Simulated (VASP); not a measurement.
# Sn2Se (P6/mmm) in VASP: notebook, part 2 of 2

VASP 6.6.1. The steps go on from the part before.

**3. Single point, PBE**

File INCAR:

```
  PREC = Accurate
  ENCUT = 520
  EDIFF = 1E-6
  ISMEAR = 0
  SIGMA = 0.1
  LREAL = F
  LASPH = T
  NELM = 100
  ALGO = Normal
  ISIF = 2
  LWAVE = F
  LCHARG = T
  GGA = PE
  LELF = T
  LVHAR = T
  NBANDS = 24
```

File KPOINTS:

```
regular mesh
0
Gamma
  6 6 4
```

File POSCAR:

```
Sn2Se
1.0
    3.2317942682      0.0000000000      0.0000000000
   -1.6158971341      2.7988159361      0.0000000000
    0.0000000000      0.0000000000      8.9392423558
Sn Se
2 1
Direct
    0.0000000000      0.0000000000      0.8156128557
    0.0000000000      0.0000000000      0.1843871443
    0.0000000000      0.0000000000      0.5000000000
```

Potentials or basis: VASP PAW PBE potentials, release 64 (Sn_d, Se).

On the command line:

```console
$ cat potpaw_PBE.64/Sn_d/POTCAR potpaw_PBE.64/Se/POTCAR > POTCAR
$ mpirun -np 1 vasp_std > vasp.out
```

OUTCAR:

```text
PREC = Accurate
   ENCUT = 520
   EDIFF = 1E-6
   ISMEAR = 0
   LREAL = F
   LASPH = T
   NELM = 100
   ISIF = 2
   GGA = PE

 ion  position               nearest neighbor table
   1  0.000  0.000  0.816-   3 2.82   2 3.30
   2  0.000  0.000  0.184-   3 2.82   1 3.30
   3  0.000  0.000  0.500-   1 2.82   2 2.82

  LATTYP: Found a hexagonal cell.
 ALAT       =     3.2317942682
 C/A-ratio  =     2.7660307600

  Lattice vectors:

 A1 = (   3.2317942682,   0.0000000000,   0.0000000000)
 A2 = (  -1.6158971341,   2.7988159361,   0.0000000000)
 A3 = (   0.0000000000,   0.0000000000,   8.9392423558)

Analysis of symmetry for initial positions (statically):
=====================================================================
 Subroutine PRICEL returns:
 Original cell was already a primitive cell.

 Routine SETGRP: Setting up the symmetry group for a
 hexagonal supercell.

 Subroutine GETGRP returns: Found 24 space group operations
 (whereof 24 operations were pure point group operations)
 out of a pool of 24 trial point group operations.

The static configuration has the point symmetry D_6h.

Analysis of symmetry for dynamics (positions and initial velocities):
=====================================================================
 Subroutine PRICEL returns:
 Original cell was already a primitive cell.

 Routine SETGRP: Setting up the symmetry group for a
 hexagonal supercell.

 Subroutine GETGRP returns: Found 24 space group operations
 (whereof 24 operations were pure point group operations)
 out of a pool of 24 trial point group operations.

The dynamic configuration has the point symmetry D_6h.

 Subroutine INISYM returns: Found 24 space group operations
 (whereof 24 operations are pure point group operations),
 and found     1 'primitive' translations

----------------------------------------------------------------------------------------

                                     Primitive cell

  volume of cell :      80.8572

  direct lattice vectors                    reciprocal lattice vectors
     3.231794268  0.000000000  0.000000000     0.309425637  0.178646975  0.000000000
    -1.615897134  2.798815936  0.000000000     0.000000000  0.357293950  0.000000000
     0.000000000  0.000000000  8.939242356     0.000000000  0.000000000  0.111866304

  length of vectors
     3.231794268  3.231794268  8.939242356     0.357293950  0.357293950  0.111866304

  position of ions in fractional coordinates (direct lattice)
     0.000000000  0.000000000  0.815612856
     0.000000000  0.000000000  0.184387144
     0.000000000  0.000000000  0.500000000

  ion indices of the primitive-cell ions
   primitive index   ion index
                 1           1
                 2           2
                 3           3

----------------------------------------------------------------------------------------

 KPOINTS: regular mesh

Automatic generation of k-mesh.
 Grid dimensions read from file:
 generate k-points for:    6    6    4

 Generating k-lattice:

  Cartesian coordinates                     Fractional coordinates (reciprocal lattice)
     0.051570939  0.029774496  0.000000000     0.166666667 -0.000000000  0.000000000
     0.000000000  0.059548992  0.000000000     0.000000000  0.166666667  0.000000000
     0.000000000  0.000000000  0.027966576     0.000000000  0.000000000  0.250000000

  Length of vectors
     0.059548992  0.059548992  0.027966576

  Shift w.r.t. Gamma in fractional coordinates (k-lattice)
     0.000000000  0.000000000  0.000000000

 Subroutine IBZKPT returns following result:
 ===========================================

 Found     21 irreducible k-points:

 Following reciprocal coordinates:
            Coordinates               Weight
  0.000000  0.000000  0.000000      1.000000
  0.166667  0.000000  0.000000      6.000000
  0.333333  0.000000  0.000000      6.000000
  0.500000  0.000000  0.000000      3.000000
  0.166667  0.166667  0.000000      6.000000
  0.333333  0.166667  0.000000     12.000000
[... 13 lines left out ...]
  0.333333  0.166667  0.500000     12.000000
  0.333333  0.333333  0.500000      2.000000
   k-points           NKPTS =     21   k-points in BZ     NKDIM =     21   number of bands    NBANDS=     24
   number of dos      NEDOS =    301   number of ions     NIONS =      3
   total plane-waves  NPLWV =  40320
   dimension x,y,z NGX =    24 NGY =   24 NGZ =   70
   dimension x,y,z NGXF=    48 NGYF=   48 NGZF=  140
   ions per type =               2   1
   NGX,Y,Z   is equivalent  to a cutoff of  12.35, 12.35, 13.02 a.u.
   NGXF,Y,Z  is equivalent  to a cutoff of  24.69, 24.69, 26.04 a.u.
 SYSTEM =  unknown system
   PREC   = accura    normal or accurate (medium, high low for compatibility)
   ISTART =      0    job   : 0-new  1-cont  2-samecut
   ICHARG =      2    charge: 1-file 2-atom 10-const
   ISPIN  =      1    spin polarized calculation?
   LNONCOLLINEAR =      F non collinear calculations
   LSORBIT =      F    spin-orbit coupling
   LASPH  =      T    aspherical Exc in radial PAW
   ENCUT  =  520.0 eV  38.22 Ry    6.18 a.u.   6.01  6.01 16.62*2*pi/ulx,y,z
   NELM   =    100;   NELMIN=  2; NELMDL= -5     # of ELM steps
   EDIFF  = 0.1E-05   stopping-criterion for ELM
   LREAL  =      F    real-space projection
   EDIFFG = 0.1E-04   stopping-criterion for IOM
   NSW    =      0    number of steps for IOM
   IBRION =     -1    ionic relax: 0-MD 1-quasi-New 2-CG
   NFREE  =      0    steps in history (QN), initial steepest desc. (CG)
   ISIF   =      2    stress and relaxation
   ISYM   =      2    0-nonsym 1-usesym 2-fastsym
   POTIM  = 0.5000    time-step for ionic-motion
   TEBEG  =    0.0;   TEEND  =   0.0 temperature during run
   PSTRESS=    0.0 pullay stress
   NELECT =      34.0000    total number of electrons
   NUPDOWN=      -1.0000    fix difference up-down
   EMIN   =  10.00;   EMAX   =-10.00  energy-range for DOS
   EFERMI =   0.00;   METHOD = LEGACY
   ISMEAR =     0;   SIGMA  =   0.10  broadening in eV -4-tet -1-fermi 0-gaus
   EFERMI_NEDOS =   21; number of points for ismear=-14 and -15
   IALGO  =     38    algorithm
   IMIX   =      4    mixing-type and parameters
     AMIX     =   0.40;   BMIX     =  1.00
     AMIX_MAG =   1.60;   BMIX_MAG =  1.00
  volume/ion in A,a.u.               =      26.95       181.88
  Fermi-wavevector in a.u.,A,eV,Ry     =   1.226483  2.317717 20.466709  1.504261
  Thomas-Fermi vector in A             =   2.361482
   LORBIT       =      0    0 simple, 1 ext, 2 COOP (PROOUT), +10 PAW based schemes
   GGA     = PE    functional components
   LHFCALC =     F    Hartree Fock is set to
   AEXX    =    0.0000 exact exchange contribution
   IVDW    =     0    specifies the selected vdW correction
   LEPSILON=     F    determine dielectric tensor
   LRPA    =     F    only Hartree local field effects (RPA)
 non-spin polarized calculation
 Gauss-broadening in eV      SIGMA  =   0.10
  energy-cutoff  :      520.00
  volume of cell :       80.86
 maximum number of plane-waves:      2211
   NGX = 13   NGY = 13   NGZ = 33

 number of electron      33.9999992 magnetization

 Free energy of the ion-electron system (eV)
  ---------------------------------------------------
  ext. energy  EPLUGINS =         0.00000000
  ---------------------------------------------------
  free energy    TOTEN  =       -11.00220245 eV

  energy without entropy =      -10.99343748  energy(sigma->0) =      -10.99781997

 E-fermi :   6.3922     XC(G=0):  -9.9621

 val. band max:        6.2938092087   @ k =   0.1667   0.1667   0.5000
 cond. band min:       6.4220454983   @ k =   0.1667   0.1667   0.2500
 fundamental gap:      0.1282362897
 Fermi energy:         6.3921664691

 k-point     1 :       0.0000    0.0000    0.0000
  band No.  band energies     occupation
      1     -15.3121      2.00000
      2     -15.2295      2.00000
      3     -15.2205      2.00000
      4     -15.2205      2.00000
      5     -15.2174      2.00000
      6     -15.2174      2.00000
[... 16 lines left out ...]
     23      14.8885      0.00000
     24      14.9764      0.00000
[... 517 lines left out ...]
      2     -15.1889      2.00000
      3     -15.1769      2.00000
      4     -15.1582      2.00000
      5     -15.1582      2.00000
      6     -15.1288      2.00000
[... 16 lines left out ...]
     23      11.1495      0.00000
     24      11.4577      0.00000

------------------------ aborting loop because EDIFF is reached ----------------------------------------

  FORCE on cell =-STRESS in cart. coord.  units (eV):
  Direction    XX          YY          ZZ          XY          YZ          ZX
  --------------------------------------------------------------------------------------
  -------------------------------------------------------------------------------------
  Total       -0.0742548     -0.0742548     -0.0606548      0.0000000      0.0000000      0.0000000
  in kB       -1.4713515     -1.4713515     -1.2018682      0.0000000      0.0000000      0.0000000
  external PRESSURE =      -1.3815238 kB  Pullay stress =       0.0000000 kB

 VOLUME and BASIS-vectors are now :
 -----------------------------------------------------------------------------
  energy-cutoff  :      520.00
  volume of cell :       80.86
      direct lattice vectors                 reciprocal lattice vectors
     3.231794268  0.000000000  0.000000000     0.309425637  0.178646975  0.000000000
    -1.615897134  2.798815936  0.000000000     0.000000000  0.357293950  0.000000000
     0.000000000  0.000000000  8.939242356     0.000000000  0.000000000  0.111866304

 POSITION                                       TOTAL-FORCE (eV/Angst)
 -----------------------------------------------------------------------------------
      0.00000      0.00000      7.29096        -0.000000     -0.000000     -0.026673
      0.00000      0.00000      1.64828         0.000000      0.000000      0.026673
      0.00000      0.00000      4.46962         0.000000      0.000000      0.000000
 -----------------------------------------------------------------------------------
    total drift:                                0.000000     -0.000000      0.000000

  FREE ENERGIE OF THE ION-ELECTRON SYSTEM (eV)
  ---------------------------------------------------
  free  energy   TOTEN  =       -11.0022024527 eV

  energy  without entropy=      -10.9934374809  energy(sigma->0) =      -10.99781997
```

stdout:

```text
POSCAR found type information on POSCAR SnSe
 POSCAR found :  2 types and       3 ions
 scaLAPACK will be used
 LDA part: xc-table for (Slater+PW92), standard interpolation
 POSCAR, INCAR and KPOINTS ok, starting setup
 FFT: planning ... GRIDC
 FFT: planning ... GRID_SOFT
 FFT: planning ... GRID
 WAVECAR not read
 entering main loop
```

It took 53 s on 1 thread of Intel Xeon 8259CL, shared host; peak memory 0.2 GiB.

Results:

```yaml
Free_energy: -11.0022 eV
Pressure: -0.1 GPa
Largest_force: 0.027 eV/Å
Band_gap_on_the_k_mesh: zero (band 17 reaches 8.14 eV, above the bottom of band 18 at 4.20 eV)
```

Forces in eV/Å, atoms in the order of the input:
```
Sn   0.000  0.000 -0.027
Sn   0.000  0.000  0.027
Se   0.000  0.000  0.000
```

Caveat: the k points lie up to 0.37 Å⁻¹ apart; spin-orbit coupling is left out, which moves the levels of the heavy elements.
